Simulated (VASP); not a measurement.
Crystal: Au.

```
Au
1.0
     0.00000    2.07491    2.07491
     2.07491    0.00000    2.07491
     2.07491    2.07491    0.00000
Au
1
Direct
  0.00000 0.00000 0.00000
```

Base run:

| Quantity | Value |
| --- | --- |
| Program | VASP 6.6.1 |
| Functional | r2SCAN |
| Potentials or basis | VASP PAW PBE potentials, release 64 (Au) |
| Cutoff | 520 eV |
| k mesh | 11 × 11 × 11 |
| Occupations | fermi-dirac, width 0.05 eV |
| Spin | no spin polarisation |

Its results: band gap on the k mesh zero (an odd number of electrons rules out a gap without spin polarisation); pressure -2.6 GPa.

Question: The run is repeated on the same cell with these changes: functional from r2SCAN to LDA; potentials or basis from VASP PAW PBE potentials, release 64 (Au) to VASP PAW LDA potentials, release 64 (Au). What comes out?

Answer: Band gap on the k mesh zero (an odd number of electrons rules out a gap without spin polarisation); pressure -11.4 GPa.

Caveats: spin-orbit coupling is left out, which moves the levels of the heavy elements; the PAW data sets were made with another functional, which shifts forces and pressure a little (at least some runs); the cell stands under tension (at least some runs).
